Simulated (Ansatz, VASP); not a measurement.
# Two plane-wave programs on Co

```
CELL_PARAMETERS angstrom
2.55832 0.00000 0.00000
-1.27916 2.21557 0.00000
0.00000 0.00000 4.13245
ATOMIC_POSITIONS crystal
Co 0.33333 0.66667 0.25000
Co 0.66667 0.33333 0.75000
```

Alike in both runs: task single point; functional PBE; k mesh 24 × 24 × 13; occupations fermi-dirac, width 0.05 eV; collinear spin.

|  | VASP | Ansatz |
| --- | --- | --- |
| version | VASP 6.6.1 | Ansatz 0.2.0 |
| potentials or method | VASP PAW PBE potentials, release 64 (Co), cutoff 520 eV | plane waves (420 eV) with PAW, scalar-relativistic |
| valence electrons in the cell | 18 | 34 |

```tsv
	VASP	Ansatz	Ansatz less VASP
pressure (GPa)	-13.9	-13.5	+0.34
traceless stress, the component that is largest in VASP (GPa)	0.29	0.44	+0.149
net moment per atom (μB)	1.65	1.66	+0.008
size of the moment on the site where the two differ most (μB)	1.69	1.75	+0.057
```

Site moments also hang on the region over which each program counts them. With one functional, cell and mesh, what is left measures potentials, basis and numerics. VASP's potentials hold 18 valence electrons a cell and Ansatz's 34, so a difference there can come from the potentials and not from the codes.
